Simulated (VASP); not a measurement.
# TeBr6 (Pm-3m) in VASP: notebook

TeBr6 is run at these levels: PBE; tasks: single point, relaxation of cell and atoms.

All numbers are computed with VASP 6.6.1; they aren't measurements. Logs are shortened: lines on timing, memory, paths and dates and some standing lists are left out, and cuts for length are marked.

## 1. The cell of the first run

Symmetry: Pm-3m, No. 221, cubic system. The conventional cell has a = 7.687 Å, b = 7.687 Å, c = 7.687 Å, α = 90.00°, β = 90.00°, γ = 90.00°. Br (site symmetry 4mm) has 1 Br at 2.32 Å within 3.1 Å.

## 2. Single point, PBE

The input, INCAR:

```
PREC = Accurate
ENCUT = 520
EDIFF = 1E-6
ISMEAR = 0
SIGMA = 0.1
LREAL = False
LASPH = True
NELM = 80
ALGO = Normal
ISIF = 2
LWAVE = False
LCHARG = False
GGA = PE
NBANDS = 33
```

The input, KPOINTS:

```
Automatic mesh
0
Gamma
  4 4 4
```

The input, POSCAR:

```
TeBr6
1.0
    7.6870858223      0.0000000000      0.0000000000
    0.0000000000      7.6870858223      0.0000000000
    0.0000000000      0.0000000000      7.6870858223
Te Br
1 6
Direct
    0.0000000000      0.0000000000      0.0000000000
    0.5000000000      0.5000000000      0.1506679695
    0.5000000000      0.5000000000      0.8493320305
    0.1506679695      0.5000000000      0.5000000000
    0.8493320305      0.5000000000      0.5000000000
    0.5000000000      0.1506679695      0.5000000000
    0.5000000000      0.8493320305      0.5000000000
```

Potentials or basis: VASP PAW PBE potentials, release 64 (Te, Br).

Started as:

```sh
cat potpaw_PBE.64/Te/POTCAR potpaw_PBE.64/Br/POTCAR > POTCAR
mpirun -np 1 vasp_std > vasp.out
```

OUTCAR:

```text
PREC = Accurate
   ENCUT = 520
   EDIFF = 1E-6
   ISMEAR = 0
   LREAL = False
   LASPH = True
   NELM = 80
   ISIF = 2
   GGA = PE

 ion  position               nearest neighbor table
   1  0.000  0.000  0.000-
   2  0.500  0.500  0.151-   3 2.32
   3  0.500  0.500  0.849-   2 2.32
   4  0.151  0.500  0.500-   5 2.32
   5  0.849  0.500  0.500-   4 2.32
   6  0.500  0.151  0.500-   7 2.32
   7  0.500  0.849  0.500-   6 2.32

  LATTYP: Found a simple cubic cell.
 ALAT       =     7.6870858223

  Lattice vectors:

 A1 = (   7.6870858223,   0.0000000000,   0.0000000000)
 A2 = (   0.0000000000,   7.6870858223,   0.0000000000)
 A3 = (   0.0000000000,   0.0000000000,   7.6870858223)

Analysis of symmetry for initial positions (statically):
=====================================================================
 Subroutine PRICEL returns:
 Original cell was already a primitive cell.

 Routine SETGRP: Setting up the symmetry group for a
 simple cubic supercell.

 Subroutine GETGRP returns: Found 48 space group operations
 (whereof 48 operations were pure point group operations)
 out of a pool of 48 trial point group operations.

The static configuration has the point symmetry O_h .

Analysis of symmetry for dynamics (positions and initial velocities):
=====================================================================
 Subroutine PRICEL returns:
 Original cell was already a primitive cell.

 Routine SETGRP: Setting up the symmetry group for a
 simple cubic supercell.

 Subroutine GETGRP returns: Found 48 space group operations
 (whereof 48 operations were pure point group operations)
 out of a pool of 48 trial point group operations.

The dynamic configuration has the point symmetry O_h .

 Subroutine INISYM returns: Found 48 space group operations
 (whereof 48 operations are pure point group operations),
 and found     1 'primitive' translations

----------------------------------------------------------------------------------------

                                     Primitive cell

[... 81 lines left out ...]
   LSORBIT =      F    spin-orbit coupling
   LASPH  =      T    aspherical Exc in radial PAW
   ENCUT  =  520.0 eV  38.22 Ry    6.18 a.u.  14.29 14.29 14.29*2*pi/ulx,y,z
   NELM   =     80;   NELMIN=  2; NELMDL= -5     # of ELM steps
   EDIFF  = 0.1E-05   stopping-criterion for ELM
   LREAL  =      F    real-space projection
   EDIFFG = 0.1E-04   stopping-criterion for IOM
   NSW    =      0    number of steps for IOM
   IBRION =     -1    ionic relax: 0-MD 1-quasi-New 2-CG
   NFREE  =      0    steps in history (QN), initial steepest desc. (CG)
   ISIF   =      2    stress and relaxation
   ISYM   =      2    0-nonsym 1-usesym 2-fastsym
   POTIM  = 0.5000    time-step for ionic-motion
   TEBEG  =    0.0;   TEEND  =   0.0 temperature during run
   PSTRESS=    0.0 pullay stress
   NELECT =      48.0000    total number of electrons
   NUPDOWN=      -1.0000    fix difference up-down
   EMIN   =  10.00;   EMAX   =-10.00  energy-range for DOS
   EFERMI =   0.00;   METHOD = LEGACY
   ISMEAR =     0;   SIGMA  =   0.10  broadening in eV -4-tet -1-fermi 0-gaus
   EFERMI_NEDOS =   21; number of points for ismear=-14 and -15
   IALGO  =     38    algorithm
   IMIX   =      4    mixing-type and parameters
     AMIX     =   0.40;   BMIX     =  1.00
     AMIX_MAG =   1.60;   BMIX_MAG =  1.00
  volume/ion in A,a.u.               =      64.89       437.91
  Fermi-wavevector in a.u.,A,eV,Ry     =   0.773975  1.462600  8.150394  0.599037
  Thomas-Fermi vector in A             =   1.875933
   LORBIT       =      0    0 simple, 1 ext, 2 COOP (PROOUT), +10 PAW based schemes
   GGA     = PE    functional components
   LHFCALC =     F    Hartree Fock is set to
   AEXX    =    0.0000 exact exchange contribution
   IVDW    =     0    specifies the selected vdW correction
   LEPSILON=     F    determine dielectric tensor
   LRPA    =     F    only Hartree local field effects (RPA)
 non-spin polarized calculation
 Gauss-broadening in eV      SIGMA  =   0.10
  energy-cutoff  :      520.00
  volume of cell :      454.24
 maximum number of plane-waves:     12258
 NGX is ok and might be reduce to    60
   NGX = 29   NGY = 29   NGZ = 29

 number of electron      48.0000012 magnetization

 Free energy of the ion-electron system (eV)
  ---------------------------------------------------
  ext. energy  EPLUGINS =         0.00000000
  ---------------------------------------------------
  free energy    TOTEN  =        -9.18693195 eV

  energy without entropy =       -9.02700454  energy(sigma->0) =       -9.10696825

 E-fermi :  -2.4806     XC(G=0):  -5.4229

 val. band max:       -2.4949842343   @ k =   0.0000   0.0000   0.0000
 cond. band min:      -2.4368168335   @ k =   0.5000   0.5000   0.2500
 fundamental gap:      0.0581674009
 Fermi energy:        -2.4806439220

 k-point     1 :       0.0000    0.0000    0.0000
  band No.  band energies     occupation
      1     -18.5578      2.00000
      2     -18.4167      2.00000
      3     -18.4167      2.00000
      4     -15.7669      2.00000
      5     -15.7669      2.00000
      6     -15.7669      2.00000
[... 349 lines left out ...]
     32       3.9050      0.00000
     33       4.7876      0.00000

------------------------ aborting loop because EDIFF is reached ----------------------------------------

  FORCE on cell =-STRESS in cart. coord.  units (eV):
  Direction    XX          YY          ZZ          XY          YZ          ZX
  --------------------------------------------------------------------------------------
  -------------------------------------------------------------------------------------
  Total        0.7569877      0.7569877      0.7569877      0.0000000     -0.0000000      0.0000000
  in kB        2.6700181      2.6700181      2.6700181      0.0000000     -0.0000000      0.0000000
  external PRESSURE =       2.6700181 kB  Pullay stress =       0.0000000 kB

 VOLUME and BASIS-vectors are now :
 -----------------------------------------------------------------------------
  energy-cutoff  :      520.00
  volume of cell :      454.24
      direct lattice vectors                 reciprocal lattice vectors
     7.687085822  0.000000000  0.000000000     0.130088310  0.000000000  0.000000000
     0.000000000  7.687085822  0.000000000     0.000000000  0.130088310  0.000000000
     0.000000000  0.000000000  7.687085822     0.000000000  0.000000000  0.130088310

 POSITION                                       TOTAL-FORCE (eV/Angst)
 -----------------------------------------------------------------------------------
      0.00000      0.00000      0.00000         0.000000      0.000000      0.000000
      3.84354      3.84354      1.15820         0.000000      0.000000      0.025047
      3.84354      3.84354      6.52889         0.000000      0.000000     -0.025047
      1.15820      3.84354      3.84354         0.025047      0.000000     -0.000000
      6.52889      3.84354      3.84354        -0.025047      0.000000      0.000000
      3.84354      1.15820      3.84354         0.000000      0.025047     -0.000000
      3.84354      6.52889      3.84354         0.000000     -0.025047      0.000000
 -----------------------------------------------------------------------------------
    total drift:                                0.000000      0.000000     -0.000000

  FREE ENERGIE OF THE ION-ELECTRON SYSTEM (eV)
  ---------------------------------------------------
  free  energy   TOTEN  =        -9.1869319546 eV

  energy  without entropy=       -9.0270045425  energy(sigma->0) =       -9.10696825
```

It took 70 s on 1 thread of Intel Xeon 6975P-C (Granite Rapids), shared host; peak memory 0.55 GiB.

What came out:

| Item | Value |
| --- | --- |
| Free energy | -9.1869 eV |
| Pressure | 0.3 GPa |
| Largest force | 0.025 eV/Å |
| Band gap on the k mesh | zero (bands 24 and 25 overlap by 0.01 eV) |

Forces on the atoms (eV/Å):
```
Te   0.000  0.000  0.000
Br   0.000  0.000  0.025
Br   0.000  0.000 -0.025
Br   0.025  0.000  0.000
Br  -0.025  0.000  0.000
Br   0.000  0.025  0.000
Br   0.000 -0.025  0.000
```

Levels at points of the mesh, in eV from the Fermi level:
| k point | band 22 | band 23 | band 24 | band 25 | band 26 | band 27 | band 28 | band 29 |
| --- | --- | --- | --- | --- | --- | --- | --- | --- |
| (0.00, 0.00, 0.00) | -0.34 | -0.01 | -0.01 | -0.01 | 1.25 | 1.25 | 1.25 | 4.45 |
| (0.50, 0.00, 0.00) | -0.34 | -0.05 | -0.02 | -0.02 | 1.16 | 1.34 | 1.34 | 5.29 |
| (0.50, 0.50, 0.00) | -0.77 | -0.03 | -0.03 | -0.03 | 0.43 | 1.41 | 1.97 | 6.01 |
| (0.50, 0.50, 0.50) | -0.77 | -0.29 | -0.03 | -0.03 | -0.03 | 1.97 | 1.97 | 5.97 |

Caveat: spin-orbit coupling is left out, which moves the levels of the heavy elements.

## 3. Relaxation of cell and atoms, PBE

This run uses another cell than the first one, of 44.36 Å³/atom.

The input, INCAR:

```
ALGO     = Normal         # electronic algorithm
EDIFF    = 1E-6           # SCF threshold, eV
EDIFFG   = -0.04          # ionic threshold
ENCUT    = 600            # plane-wave cutoff, eV
GGA      = PE             # functional
IBRION   = 2              # ionic algorithm
ISIF     = 3              # what is computed and relaxed
ISMEAR   = 0              # smearing method
LASPH    = True           # aspherical terms in the spheres
LCHARG   = False          # write CHGCAR
LREAL    = False          # projectors in reciprocal space
LWAVE    = False          # write WAVECAR
NELM     = 80             # most SCF steps
NSW      = 90             # ionic steps
PREC     = Accurate       # precision mode
SIGMA    = 0.1            # smearing width, eV
```

The input, KPOINTS:

```
k-points
0
Gamma
  4 4 4
```

The input, POSCAR:

```
TeBr6
1.0
    6.7716904497      0.0000000000      0.0000000000
    0.0000000000      6.7716904497      0.0000000000
    0.0000000000      0.0000000000      6.7716904497
Te Br
1 6
Direct
    0.0000000000      0.0000000000      0.0000000000
    0.5000000000      0.5000000000      0.2000000000
    0.5000000000      0.5000000000      0.8000000000
    0.2000000000      0.5000000000      0.5000000000
    0.8000000000      0.5000000000      0.5000000000
    0.5000000000      0.2000000000      0.5000000000
    0.5000000000      0.8000000000      0.5000000000
```

Potentials or basis: VASP PAW PBE potentials, release 64 (Te, Br).

Started as:

```sh
cat potpaw_PBE.64/Te/POTCAR potpaw_PBE.64/Br/POTCAR > POTCAR
mpirun -np 1 vasp_std > vasp.out
```

Wall time 13 min (1 thread of Intel Xeon 6975P-C (Granite Rapids), shared host); peak memory 0.48 GiB.

It converged, with:

| Item | Value |
| --- | --- |
| Free energy | -9.2376 eV |
| Relaxed volume | 78.08 Å³/atom |
| Relaxed cell | a = 8.176 Å, b = 8.176 Å, c = 8.176 Å, α = 90.00°, β = 90.00°, γ = 90.00° |
| Space group after relaxing (to 0.1 Å) | Pm-3m (No. 221) |
| Energy gained by relaxing | 406.4 meV/atom |
| Ionic steps | 15 |
| Pressure after relaxing | 0.0 GPa |
| Largest force after relaxing | 0.039 eV/Å |
| Band gap on the k mesh | zero (bands 24 and 25 overlap by 0.01 eV) |

Forces in eV/Å, atoms in the order of the input:
```
Te   0.000  0.000  0.000
Br   0.000  0.000 -0.039
Br   0.000  0.000  0.039
Br  -0.039  0.000  0.000
Br   0.039  0.000  0.000
Br   0.000 -0.039  0.000
Br   0.000  0.039  0.000
```

Step by step:
```csv
step,energy change (eV),largest force (eV/Å),pressure (GPa),volume (Å³)
1,0.0000,2.7810,3.79,310.52
2,-1.9857,1.1865,0.13,360.17
3,-2.3209,0.8848,-0.29,382.74
4,-2.7200,0.3705,-0.01,430.68
5,-0.8634,6.3761,3.92,538.22
6,-2.7622,0.1194,0.43,439.33
7,-2.7643,0.2273,0.51,442.78
8,-2.7632,0.3260,0.57,445.75
9,-2.7778,0.4407,-0.21,468.03
10,-2.7932,0.1431,0.09,458.37
11,-2.8015,0.1276,0.08,464.38
12,-2.8211,0.0728,0.07,482.72
13,-2.8398,0.0839,0.10,520.84
14,-2.8408,0.1481,0.13,533.87
15,-2.8445,0.0391,-0.02,546.58
```

Final structure:
```yaml
crystal:
  lattice:
    - [8.17620, 0.00000, 0.00000]
    - [0.00000, 8.17620, 0.00000]
    - [0.00000, 0.00000, 8.17620]
  atoms:
    - { symbol: Te, position: [0.00000, 0.00000, 0.00000] }
    - { symbol: Br, position: [0.50000, 0.50000, 0.14142] }
    - { symbol: Br, position: [0.50000, 0.50000, 0.85858] }
    - { symbol: Br, position: [0.14142, 0.50000, 0.50000] }
    - { symbol: Br, position: [0.85858, 0.50000, 0.50000] }
    - { symbol: Br, position: [0.50000, 0.14142, 0.50000] }
    - { symbol: Br, position: [0.50000, 0.85858, 0.50000] }
```

Levels at points of the mesh, in eV from the Fermi level:
| k point | band 23 | band 24 | band 25 | band 26 | band 27 | band 28 |
| --- | --- | --- | --- | --- | --- | --- |
| (0.00, 0.00, 0.00) | -0.02 | -0.02 | -0.02 | 1.02 | 1.02 | 1.02 |
| (0.50, 0.00, 0.00) | -0.04 | -0.02 | -0.02 | 0.93 | 1.06 | 1.06 |
| (0.50, 0.50, 0.00) | -0.03 | -0.03 | -0.03 | 0.42 | 1.10 | 1.50 |
| (0.50, 0.50, 0.50) | -0.06 | -0.03 | -0.03 | -0.03 | 1.50 | 1.50 |

Caveat: the volume moved by over 15 % at a fixed basis, so the end points are rough; spin-orbit coupling is left out, which moves the levels of the heavy elements.

## 4. Single point, PBE

This run uses another cell than the first one, of 81.37 Å³/atom.

The input, INCAR:

```
  PREC = Accurate
  ENCUT = 520
  EDIFF = 1E-6
  ISMEAR = 0
  SIGMA = 0.1
  LREAL = F
  LASPH = T
  NELM = 80
  ALGO = Normal
  ISIF = 2
  LWAVE = F
  LCHARG = T
  GGA = PE
  LELF = T
  LVHAR = T
  NBANDS = 33
```

The input, KPOINTS:

```
regular mesh
0
Gamma
  6 6 6
```

The input, POSCAR:

```
TeBr6
1.0
    8.2892969263      0.0000000000      0.0000000000
    0.0000000000      8.2892969263      0.0000000000
    0.0000000000      0.0000000000      8.2892969263
Te Br
1 6
Direct
    0.0000000000      0.0000000000      0.0000000000
    0.5000000000      0.5000000000      0.1391313643
    0.5000000000      0.5000000000      0.8608686357
    0.1391313643      0.5000000000      0.5000000000
    0.8608686357      0.5000000000      0.5000000000
    0.5000000000      0.1391313643      0.5000000000
    0.5000000000      0.8608686357      0.5000000000
```

Started as:

```sh
cat potpaw_PBE.64/Te/POTCAR potpaw_PBE.64/Br/POTCAR > POTCAR
mpirun -np 1 vasp_std > vasp.out
```

Wall time 4.3 min (1 thread of Intel Xeon 6975P-C (Granite Rapids), shared host); peak memory 0.73 GiB.

Results (log left out):

```
Free energy            : -9.2530 eV
Pressure               : 0.0 GPa
Largest force          : 0.008 eV/Å
Band gap on the k mesh : zero (bands 24 and 25 overlap by 0.01 eV)
```

Forces in eV/Å, atoms in the order of the input:
```
Te   0.000  0.000  0.000
Br   0.000  0.000  0.008
Br   0.000  0.000 -0.008
Br   0.008  0.000  0.000
Br  -0.008  0.000  0.000
Br   0.000  0.008  0.000
Br   0.000 -0.008  0.000
```

Levels at points of the mesh, in eV from the Fermi level:
| k point | band 23 | band 24 | band 25 | band 26 | band 27 | band 28 |
| --- | --- | --- | --- | --- | --- | --- |
| (0.00, 0.00, 0.00) | -0.02 | -0.02 | -0.02 | 0.98 | 0.98 | 0.98 |
| (0.50, 0.00, 0.00) | -0.04 | -0.02 | -0.02 | 0.89 | 1.02 | 1.02 |
| (0.50, 0.50, 0.00) | -0.03 | -0.03 | -0.03 | 0.43 | 1.05 | 1.43 |
| (0.50, 0.50, 0.50) | -0.03 | -0.03 | -0.03 | -0.01 | 1.43 | 1.43 |

Caveat: spin-orbit coupling is left out, which moves the levels of the heavy elements.

## 5. Overview

| task | cell | k mesh | cutoff (eV) | gap on the mesh (eV) | pressure (GPa) | largest force (eV/Å) |
| --- | --- | --- | --- | --- | --- | --- |
| single point | a = 7.687 Å, 7 atoms, atomic positions A | 4 × 4 × 4 | 520 | none | 0.3 | 0.03 |
| relaxation of cell and atoms | relaxed from a = 6.772 Å, 7 atoms, atomic positions B | 4 × 4 × 4 | 600 | none | 0.0 | 0.04 |
| single point | a = 8.289 Å, 7 atoms, atomic positions C | 6 × 6 × 6 | 520 | none | 0.0 | 0.01 |

Alike in all rows: level PBE; potentials or basis VASP PAW PBE potentials, release 64 (Te, Br); no spin polarisation; smearing gaussian 0.1 eV.

Caveats: spin-orbit coupling is left out, which moves the levels of the heavy elements; the volume moved by over 15 % at a fixed basis, so the end points are rough (at least some runs).

Total energies depend on the potentials used, so only differences within one code and one set of settings carry meaning.

The gap in the log of VASP goes by the Fermi energy; the results here count the filled bands.